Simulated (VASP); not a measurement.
Crystal: Bi.

```
CELL_PARAMETERS angstrom
-1.98143 1.98143 1.98143
1.98143 -1.98143 1.98143
1.98143 1.98143 -1.98143
ATOMIC_POSITIONS crystal
Bi 0.00000 0.00000 0.00000
```

| Property | Result |
| --- | --- |
| Program | VASP 6.6.1 |
| Task | relaxation of cell and atoms |
| Functional | revPBE |
| Dispersion | D3(BJ) |
| Potentials or basis | VASP PAW PBE potentials, release 64 (Bi_d) |
| Cutoff | 600 eV |
| k mesh | 9 × 9 × 9 |
| Occupations | fermi-dirac, width 0.05 eV |
| Spin | no spin polarisation |

At the start: pressure -2.8 GPa; volume 31.12 Å³/atom.

Task: Where does the relaxation end?

Result: Over 3 steps the energy falls by 14.5 meV/atom and the volume is 29.53 Å³/atom (-5.1 %); space group Im-3m (No. 229, to 0.05 Å).

Step by step:
| step | energy change (eV) | largest force (eV/Å) | pressure (GPa) | volume (Å³) |
| --- | --- | --- | --- | --- |
| 1 | 0.0000 | 0.0000 | -2.81 | 31.12 |
| 2 | -0.0103 | 0.0000 | 1.68 | 28.72 |
| 3 | -0.0145 | 0.0000 | 0.04 | 29.53 |

Final structure:
```yaml
crystal:
  lattice:
    - [-1.94715, 1.94715, 1.94715]
    - [1.94715, -1.94715, 1.94715]
    - [1.94715, 1.94715, -1.94715]
  atoms:
    - { symbol: Bi, position: [0.00000, 0.00000, 0.00000] }
```

Caveat: the PAW data sets were made with another functional, which shifts forces and pressure a little; pairwise dispersion overbinds metals, which lowers pressure and volume.
